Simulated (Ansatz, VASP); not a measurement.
## One calculation of ZnS, two programs

```xyz
8
Lattice="-3.8110 0.0000 0.0000 -1.9055 -3.3004 0.0000 -4.7636 -2.7502 12.4680" Properties=species:S:1:pos:R:3 pbc="T T T"
Zn   -1.9055   -1.1001    8.1510
Zn   -1.9055   -1.1001    1.9170
Zn   -3.8110   -2.2003   11.2680
Zn   -3.8110   -2.2003    5.0340
S    -1.9055   -1.1001   10.5510
S    -1.9055   -1.1001    4.3170
S    -3.8110   -2.2003    1.2000
S    -3.8110   -2.2003    7.4340
```

Alike in both runs: task single point; functional PBE; k mesh 8 × 8 × 3; occupations gaussian, width 0.05 eV; no spin polarisation.

|  | VASP | Ansatz |
| --- | --- | --- |
| version | VASP 6.6.1 | Ansatz 0.2.0 |
| potentials or method | VASP PAW PBE potentials, release 64 (Zn, S), cutoff 520 eV | scalar-relativistic, plane waves, PAW |
| valence electrons in the cell | 72 | 72 |

Ansatz gave:

```
gap on the k mesh at the Fermi level (eV)                     : 1.81
least direct gap on the mesh (eV)                             : 1.81
pressure (GPa)                                                : 2.1
traceless stress, the component that is largest in VASP (GPa) : -2.03
rms of the force components (eV/Å)                            : 0.269
```

Question: Which values does VASP return?

Answer: gap on the k mesh at the Fermi level (eV): 1.81; least direct gap on the mesh (eV): 1.81; pressure (GPa): 2.2; traceless stress, the component that is largest in VASP (GPa): -2.03; rms of the force components (eV/Å): 0.271.

Atom by atom the forces differ by 0.003 eV/Å (rms over components). With one functional, cell and mesh, what is left measures potentials, basis and numerics.
